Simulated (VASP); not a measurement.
Write the native input for VASP 6.6.1 that does the following.

```yaml
Task: single point
Functional: LDA
Potentials_or_basis: VASP PAW LDA potentials, release 64 (P)
Cutoff: 520 eV
k_mesh: 12 × 12 × 12
Occupations: gaussian, width 0.15 eV
Spin: no spin polarisation
Dipole_correction: no
Further_INCAR_settings: ALGO = Normal; EDIFF = 1e-06; NBANDS = 8
```

The structure of P lies in POSCAR:

```
P
1.0
    4.2729048574      0.0320467864      0.0000000000
    0.0320467864      4.2729048574      0.0000000000
    0.0000000000      0.0000000000      4.3780000000
P
1
Direct
    0.0000000000      0.0000000000      0.0000000000
```

This cell differs from its parent crystal: strain +0.0150 x Voigt [0, 0, 0, 0, 0, 1].

The input as run:

INCAR

```
  PREC = Accurate
  ENCUT = 520
  EDIFF = 1E-6
  ISMEAR = 0
  SIGMA = 0.15
  LREAL = F
  LASPH = T
  NELM = 80
  ALGO = Normal
  ISIF = 2
  LWAVE = F
  LCHARG = T
  LELF = T
  LVHAR = T
  NBANDS = 8
```

KPOINTS

```
Automatic mesh
0
Gamma
  12 12 12
```

Potentials or basis: VASP PAW LDA potentials, release 64 (P).

Command:

```sh
$ cat potpaw_LDA.64/P/POTCAR > POTCAR
$ mpirun -np 1 vasp_std > vasp.out
```

It gave:

```json
{
 "Pressure": "-4.1 GPa",
 "Band gap on the k mesh": "zero (an odd number of electrons rules out a gap without spin polarisation)"
}
```

Caveat: the cell differs from its parent crystal (strain +0.0150 x Voigt [0, 0, 0, 0, 0, 1]); the cell stands under tension; the atoms stand far beyond bonding distance, and open shells without spin polarisation read as a metal.

Wall time 71 s on 1 thread of Intel(R) Xeon(R) Platinum 8488C (Sapphire Rapids), on a shared host, peak memory 0.27 GiB.
